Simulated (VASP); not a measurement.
# B4N3 in VASP: single point with PBE+D3(BJ)

Aim: the single point of B4N3 with PBE+D3(BJ).

Program: VASP 6.6.1. These are calculated values, not measurements. Logs are shortened: lines on timing, memory, paths and dates and some standing lists are left out, and cuts for length are marked.

**1. The cell of the first run**

The cell holds a slab with vacuum, 7 atoms: a = 2.506 Å, b = 2.506 Å, c = 25.617 Å, α = 90.00°, β = 90.00°, γ = 120.00°.

**2. Single point, PBE+D3(BJ), collinear spin**

INCAR

```
SYSTEM = B4N3
PREC     = Accurate       ! precision mode
ENCUT    = 520            ! plane-wave cutoff, eV
EDIFF    = 1E-6           ! SCF threshold, eV
ISMEAR   = 0              ! smearing method
SIGMA    = 0.05           ! smearing width, eV
LREAL    = .FALSE.        ! projectors in reciprocal space
LASPH    = .TRUE.         ! aspherical terms in the spheres
NELM     = 150            ! most SCF steps
ALGO     = Normal         ! electronic algorithm
ISIF     = 2              ! what is computed and relaxed
LWAVE    = .FALSE.        ! write WAVECAR
LCHARG   = .FALSE.        ! write CHGCAR
ISPIN    = 2              ! spin polarisation
MAGMOM   = 0 0 0 1 0 0 0  ! initial moments
LORBIT   = 11             ! projections on sites
LDIPOL   = .TRUE.       
IDIPOL   = 3            
DIPOL    = 0.5 0.5 0.498
GGA      = PE             ! functional
IVDW     = 12             ! dispersion correction
NBANDS   = 26             ! bands
```

KPOINTS

```
Automatic mesh
0
G
  12 12 1
  0 0 0
```

POSCAR

```
B4N3
1.0
    2.5064381480      0.0000000000      0.0000000000
   -1.2532190740      2.1706391092      0.0000000000
    0.0000000000      0.0000000000     25.6168460550
B N
4 3
Direct
    0.3333333333      0.6666666667      0.3318129008
    0.6257617582      0.3742382418      0.4627856177
    0.2821038890      0.7178961110      0.5925001944
    0.6135188574     -0.6135188574      0.7132259311
    0.6666666667      0.3333333333      0.3318129008
    0.2924209855      0.7075790145      0.4627554055
    0.6154652290      0.3845347710      0.5921822371
```

Potentials or basis: VASP PAW PBE potentials, release 64 (B, N).

Launch:

```
$ cat potpaw_PBE.64/B/POTCAR potpaw_PBE.64/N/POTCAR > POTCAR
$ mpirun -np 1 vasp_std > vasp.out
```

OUTCAR:

```text
SYSTEM = B4N3
   PREC = Accurate
   ENCUT = 520
   EDIFF = 1E-6
   ISMEAR = 0
   LREAL = .FALSE.
   LASPH = .TRUE.
   NELM = 150
   ISIF = 2
   ISPIN = 2
   LORBIT = 11
   GGA = PE
   IVDW = 12
 IVDW          = 12

 ion  position               nearest neighbor table
   1  0.333  0.667  0.332-   5 1.45   5 1.45   5 1.45
   2  0.626  0.374  0.463-   6 1.45   6 1.45   6 1.45
   3  0.282  0.718  0.593-   7 1.45   7 1.45   7 1.45
   4  0.614  0.386  0.713-
   5  0.667  0.333  0.332-   1 1.45   1 1.45   1 1.45
   6  0.292  0.708  0.463-   2 1.45   2 1.45   2 1.45
   7  0.615  0.385  0.592-   3 1.45   3 1.45   3 1.45

  LATTYP: Found a hexagonal cell.
 ALAT       =     2.5064381480
 C/A-ratio  =    10.2204181960

  Lattice vectors:

 A1 = (   2.5064381480,   0.0000000000,   0.0000000000)
 A2 = (  -1.2532190740,   2.1706391092,   0.0000000000)
 A3 = (   0.0000000000,   0.0000000000,  25.6168460550)

Analysis of symmetry for initial positions (statically):
=====================================================================
 Subroutine PRICEL returns:
 Original cell was already a primitive cell.

 Routine SETGRP: Setting up the symmetry group for a
 hexagonal supercell.

 Subroutine GETGRP returns: Found  2 space group operations
 (whereof  2 operations were pure point group operations)
 out of a pool of 24 trial point group operations.

The static configuration has the point symmetry C_1h.

Analysis of symmetry for dynamics (positions and initial velocities):
=====================================================================
 Subroutine PRICEL returns:
 Original cell was already a primitive cell.

 Routine SETGRP: Setting up the symmetry group for a
 hexagonal supercell.

 Subroutine GETGRP returns: Found  2 space group operations
 (whereof  2 operations were pure point group operations)
 out of a pool of 24 trial point group operations.

The dynamic configuration has the point symmetry C_1h.

Analysis of structural, dynamic, and magnetic symmetry:
=====================================================================
 Subroutine PRICEL returns:
 Original cell was already a primitive cell.

 Routine SETGRP: Setting up the symmetry group for a
 hexagonal supercell.

 Subroutine GETGRP returns: Found  2 space group operations
 (whereof  2 operations were pure point group operations)
 out of a pool of 24 trial point group operations.

The overall configuration has the point symmetry C_1h.

 Subroutine INISYM returns: Found  2 space group operations
 (whereof  2 operations are pure point group operations),
 and found     1 'primitive' translations

----------------------------------------------------------------------------------------

                                     Primitive cell

  volume of cell :     139.3703

  direct lattice vectors                    reciprocal lattice vectors
     2.506438148  0.000000000  0.000000000     0.398972542  0.230346905  0.000000000
    -1.253219074  2.170639109  0.000000000     0.000000000  0.460693809  0.000000000
     0.000000000  0.000000000 25.616846055     0.000000000  0.000000000  0.039036812

  length of vectors
     2.506438148  2.506438148 25.616846055     0.460693809  0.460693809  0.039036812

  position of ions in fractional coordinates (direct lattice)
     0.333333333  0.666666667  0.331812901
     0.625761758  0.374238242  0.462785618
     0.282103889  0.717896111  0.592500194
     0.613518857  0.386481143  0.713225931
     0.666666667  0.333333333  0.331812901
     0.292420986  0.707579014  0.462755405
     0.615465229  0.384534771  0.592182237

  ion indices of the primitive-cell ions
   primitive index   ion index
                 1           1
                 2           2
                 3           3
                 4           4
                 5           5
                 6           6
                 7           7

----------------------------------------------------------------------------------------

 KPOINTS: Automatic mesh

Automatic generation of k-mesh.
 Grid dimensions read from file:
 generate k-points for:   12   12    1

 Generating k-lattice:

  Cartesian coordinates                     Fractional coordinates (reciprocal lattice)
     0.033247712  0.019195575  0.000000000     0.083333333 -0.000000000  0.000000000
     0.000000000  0.038391151  0.000000000     0.000000000  0.083333333  0.000000000
     0.000000000  0.000000000  0.039036812     0.000000000  0.000000000  1.000000000

  Length of vectors
     0.038391151  0.038391151  0.039036812

  Shift w.r.t. Gamma in fractional coordinates (k-lattice)
     0.000000000  0.000000000  0.000000000

 Subroutine IBZKPT returns following result:
 ===========================================

 Found     43 irreducible k-points:

 Following reciprocal coordinates:
            Coordinates               Weight
  0.000000  0.000000  0.000000      1.000000
  0.083333  0.000000  0.000000      4.000000
 -0.083333  0.083333  0.000000      2.000000
  0.166667  0.000000  0.000000      4.000000
 -0.166667  0.166667  0.000000      2.000000
  0.250000  0.000000  0.000000      4.000000
[... 16 lines left out ...]
 -0.083333  0.416667  0.000000      4.000000
 -0.416667  0.333333  0.000000      4.000000
 [... further k-points ...]
   k-points           NKPTS =     43   k-points in BZ     NKDIM =     43   number of bands    NBANDS=     26
   number of dos      NEDOS =    301   number of ions     NIONS =      7
   total plane-waves  NPLWV =  76800
   dimension x,y,z NGX =    20 NGY =   20 NGZ =  192
   dimension x,y,z NGXF=    40 NGYF=   40 NGZF=  384
   ions per type =               4   3
   NGX,Y,Z   is equivalent  to a cutoff of  13.27, 13.27, 12.46 a.u.
   NGXF,Y,Z  is equivalent  to a cutoff of  26.53, 26.53, 24.92 a.u.
 SYSTEM =  B4N3
   PREC   = accura    normal or accurate (medium, high low for compatibility)
   ISTART =      0    job   : 0-new  1-cont  2-samecut
   ICHARG =      2    charge: 1-file 2-atom 10-const
   ISPIN  =      2    spin polarized calculation?
   LNONCOLLINEAR =      F non collinear calculations
   LSORBIT =      F    spin-orbit coupling
   LASPH  =      T    aspherical Exc in radial PAW
   ENCUT  =  520.0 eV  38.22 Ry    6.18 a.u.   4.66  4.66 47.63*2*pi/ulx,y,z
   NELM   =    150;   NELMIN=  2; NELMDL= -5     # of ELM steps
   EDIFF  = 0.1E-05   stopping-criterion for ELM
   LREAL  =      F    real-space projection
   EDIFFG = 0.1E-04   stopping-criterion for IOM
   NSW    =      0    number of steps for IOM
   IBRION =     -1    ionic relax: 0-MD 1-quasi-New 2-CG
   NFREE  =      0    steps in history (QN), initial steepest desc. (CG)
   ISIF   =      2    stress and relaxation
   ISYM   =      2    0-nonsym 1-usesym 2-fastsym
   POTIM  = 0.5000    time-step for ionic-motion
   TEBEG  =    0.0;   TEEND  =   0.0 temperature during run
   PSTRESS=    0.0 pullay stress
   NELECT =      27.0000    total number of electrons
   NUPDOWN=      -1.0000    fix difference up-down
   EMIN   =  10.00;   EMAX   =-10.00  energy-range for DOS
   EFERMI =   0.00;   METHOD = LEGACY
   ISMEAR =     0;   SIGMA  =   0.05  broadening in eV -4-tet -1-fermi 0-gaus
   EFERMI_NEDOS =   21; number of points for ismear=-14 and -15
   IALGO  =     38    algorithm
   IMIX   =      4    mixing-type and parameters
     AMIX     =   0.40;   BMIX     =  1.00
     AMIX_MAG =   1.60;   BMIX_MAG =  1.00
  volume/ion in A,a.u.               =      19.91       134.36
  Fermi-wavevector in a.u.,A,eV,Ry     =   0.947268  1.790076 12.208723  0.897316
  Thomas-Fermi vector in A             =   2.075345
   LORBIT       =     11    0 simple, 1 ext, 2 COOP (PROOUT), +10 PAW based schemes
   GGA     = PE    functional components
   LHFCALC =     F    Hartree Fock is set to
   AEXX    =    0.0000 exact exchange contribution
   IVDW    =    12    specifies the selected vdW correction
   LEPSILON=     F    determine dielectric tensor
   LRPA    =     F    only Hartree local field effects (RPA)
 spin polarized calculation
 Gauss-broadening in eV      SIGMA  =   0.05
  energy-cutoff  :      520.00
  volume of cell :      139.37
 maximum number of plane-waves:      3791
   NGX =  9   NGY =  9   NGZ = 95

 dipolmoment           0.000000      0.000000     -0.000850 electrons x Angstroem

 number of electron      27.0000000 magnetization       0.0261106

 dipolmoment           0.000000      0.000000      0.030580 electrons x Angstroem

 Free energy of the ion-electron system (eV)
  ---------------------------------------------------
  ext. energy  EPLUGINS =         0.00000000
  ---------------------------------------------------
  free energy    TOTEN  =       -55.88808012 eV

  energy without entropy =      -55.88692785  energy(sigma->0) =      -55.88750399

 E-fermi :  -0.7944     XC(G=0):  -5.3516

 val. band max:       -0.8106063445   @ k =   0.1667   0.0833   0.0000
 cond. band min:      -0.6806457100   @ k =   0.5000   0.3333   0.0000
 fundamental gap:      0.1299606345
 Fermi energy:        -0.7943640195

 spin component 1

 k-point     1 :       0.0000    0.0000    0.0000
  band No.  band energies     occupation
      1     -20.0690      1.00000
      2     -19.9636      1.00000
      3     -19.8548      1.00000
      4      -9.8001      1.00000
      5      -8.2067      1.00000
      6      -7.5291      1.00000
[... 17 lines left out ...]
     24       8.4762      0.00000
     25       9.1440      0.00000
[... 621 lines left out ...]
      3     -17.4643      1.00000
      4      -9.9584      1.00000
      5      -9.9163      1.00000
      6      -9.8617      1.00000
[... 17 lines left out ...]
     24       8.5583      0.00000
     25       9.0628      0.00000

 [... further k-points ...]

 spin component 2

 k-point     1 :       0.0000    0.0000    0.0000
  band No.  band energies     occupation
      1     -20.0686      1.00000
      2     -19.9633      1.00000
      3     -19.8547      1.00000
      4      -9.7757      1.00000
      5      -8.2056      1.00000
      6      -7.5274      1.00000
[... 17 lines left out ...]
     24       8.5026      0.00000
     25       9.2213      0.00000
[... 621 lines left out ...]
      3     -17.4642      1.00000
      4      -9.9579      1.00000
      5      -9.9162      1.00000
      6      -9.8617      1.00000
[... 17 lines left out ...]
     24       8.5853      0.00000
     25       9.1453      0.00000

 [... further k-points ...]

 [bands above 25 left out]

------------------------ aborting loop because EDIFF is reached ----------------------------------------

 vacuum level on the upper side and lower side of the slab       (xc-potential included)         0.308        -0.664

 Edisp (eV)   -0.98960

 E8    (eV) :    -0.3054

  FORCE on cell =-STRESS in cart. coord.  units (eV):
  Direction    XX          YY          ZZ          XY          YZ          ZX
  --------------------------------------------------------------------------------------
  -------------------------------------------------------------------------------------
  Total      -3.81875    -3.80684    -0.07602     0.01031    -0.01417     0.02455
  in kB     -43.89969   -43.76284    -0.87391     0.11852    -0.16291     0.28217
  external pressure =      -29.51 kB  Pullay stress =        0.00 kB

 VOLUME and BASIS-vectors are now :
 -----------------------------------------------------------------------------
  energy-cutoff  :      520.00
  volume of cell :      139.37
      direct lattice vectors                 reciprocal lattice vectors
     2.506438148  0.000000000  0.000000000     0.398972542  0.230346905  0.000000000
    -1.253219074  2.170639109  0.000000000     0.000000000  0.460693809  0.000000000
     0.000000000  0.000000000 25.616846055     0.000000000  0.000000000  0.039036812

 POSITION                                       TOTAL-FORCE (eV/Angst)
 -----------------------------------------------------------------------------------
     -0.00000      1.44709      8.50000        -0.001870      0.001080      0.023620
      1.09943      0.81234     11.85511         0.000431     -0.000249     -0.009287
     -0.19261      1.55829     15.17799         0.004762     -0.002750     -0.018593
      1.05340      0.83891     18.27060         0.000390     -0.000225     -0.002403
      1.25322      0.72355      8.50000        -0.003242      0.001872     -0.020415
     -0.15382      1.53590     11.85433         0.002882     -0.001664      0.004767
      1.06072      0.83469     15.16984        -0.003353      0.001936      0.022310
 -----------------------------------------------------------------------------------
    total drift:                               -0.000024      0.000014      0.000118

  FREE ENERGIE OF THE ION-ELECTRON SYSTEM (eV)
  ---------------------------------------------------
  free  energy   TOTEN  =       -56.8776777374 eV

  energy  without entropy=      -56.8765254752  energy(sigma->0) =      -56.87710161

 vacuum level on the upper side and lower side of the slab         4.361         3.358

 total charge

# of ion       s       p       d       tot
------------------------------------------
    1        0.743   1.423   0.000   2.166
    2        0.743   1.422   0.000   2.165
    3        0.743   1.419   0.000   2.162
    4        0.798   0.530   0.000   1.328
    5        1.225   2.794   0.000   4.019
    6        1.225   2.795   0.000   4.020
    7        1.227   2.790   0.000   4.017
--------------------------------------------------
tot          6.705  13.174   0.000  19.879

 magnetization (x)

# of ion       s       p       d       tot
------------------------------------------
    1        0.000   0.000   0.000   0.000
    2        0.000   0.000   0.000   0.000
    3        0.000   0.000   0.000   0.000
    4        0.001   0.008   0.000   0.009
    5       -0.000  -0.000   0.000  -0.000
    6        0.000   0.000   0.000   0.000
    7        0.000   0.000   0.000   0.001
--------------------------------------------------
tot          0.001   0.009   0.000   0.010
```

Wall time 21 min (1 thread of Oxide Virtual Turin-like, shared host); peak memory 0.43 GiB.

What came out:

| Quantity | Value |
| --- | --- |
| Free energy | -56.8777 eV |
| Largest force | 0.024 eV/Å |
| Net moment | 0.03 μB per cell |
| Valence electrons inside the program's atomic spheres | B 2.17, 2.16, 1.33; N 4.02 |
| Dispersion energy per atom | -0.141 eV |

Forces on the atoms (eV/Å):
```
B   -0.002  0.001  0.024
B    0.000  0.000 -0.009
B    0.005 -0.003 -0.019
B    0.000  0.000 -0.002
N   -0.003  0.002 -0.020
N    0.003 -0.002  0.005
N   -0.003  0.002  0.022
```
